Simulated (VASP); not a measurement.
Input of a VASP 6.6.1 run:

File INCAR:

```
  PREC = Accurate
  ENCUT = 520
  EDIFF = 1E-7
  ISMEAR = 0
  SIGMA = 0.02
  LREAL = Auto
  LASPH = T
  NELM = 80
  ALGO = Normal
  ISIF = 2
  LWAVE = F
  LCHARG = F
  NELECT = 66.0
  NBANDS = 48
```

The input KPOINTS:

```
Automatic mesh
0
Gamma
  2 2 2
```

File POSCAR:

```
LiSi16
1.0
    0.0000000000      5.4300000000      5.4300000000
    5.4300000000      0.0000000000      5.4300000000
    5.4300000000      5.4300000000      0.0000000000
Si Li
16 1
Direct
   -0.0025976980      0.0071879374     -0.0024214549
    0.1232086556      0.1346604052      0.1233679558
   -0.0052851750      0.0105430018      0.4972540516
    0.1232205341      0.1346592081      0.6185135359
   -0.0013537753      0.5135421731     -0.0011779006
    0.1201790976      0.6389231123      0.1203374770
   -0.0013558011      0.5135268877      0.4887572744
    0.1241580110      0.6367526703      0.6194171271
    0.4970940147      0.0105256906     -0.0051105893
    0.6183404236      0.1346569982      0.1233877532
    0.4970980663      0.0105024862      0.4972606814
    0.6221459484      0.1329573665      0.6223220074
    0.4885940147      0.5135157459     -0.0011805709
    0.6192453959      0.6367402394      0.1243374770
    0.4979627993      0.5055246777      0.4981322284
    0.6192514733      0.6367232965      0.6194279006
    0.8699427256      0.3898156538      0.8700471455
```

Potentials or basis: VASP PAW LDA potentials, release 64 (Si, Li_sv).

Launch:

```console
$ cat potpaw_LDA.64/Si/POTCAR potpaw_LDA.64/Li_sv/POTCAR > POTCAR
$ mpirun -np 1 vasp_std > vasp.out
```

(1) Predict the largest force.

Answers

(1) 0.027 eV/Å.

Caveat: the k points lie up to 0.50 Å⁻¹ apart; the cell carries a net charge on a neutralising background, which shifts energy and pressure.
